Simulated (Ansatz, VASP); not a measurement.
## Two plane-wave programs on Ca

```
Ca
1.0
     0.00000    2.87803    2.71037
     2.87803    0.00000    2.71037
     2.87803    2.87803    0.00000
Ca
1
Direct
  0.00000 0.00000 0.00000
```

Change from the starting cell: strain +0.030 along x and y, -0.030 along z, atoms carried along.

Alike in both runs: task single point; functional PBEsol; k mesh 14 × 14 × 14; occupations gaussian, width 0.15 eV; no spin polarisation.

|  | VASP | Ansatz |
| --- | --- | --- |
| version | VASP 6.6.1 | Ansatz 0.2.0 |
| potentials or method | VASP PAW PBE potentials, release 64 (Ca_sv), cutoff 520 eV | scalar-relativistic, plane waves, PAW |
| valence electrons in the cell | 10 | 10 |

```tsv
	VASP	Ansatz	Ansatz less VASP
gap on the k mesh at the Fermi level (eV)	none	none	-
pressure (GPa)	-1.5	-1.5	-0.02
traceless stress, the component that is largest in VASP (GPa)	0.20	0.20	0.000
```

VASP's potentials were made for PBE, not for PBEsol. A gap of «none» marks a metal or a gap that the smearing closes.
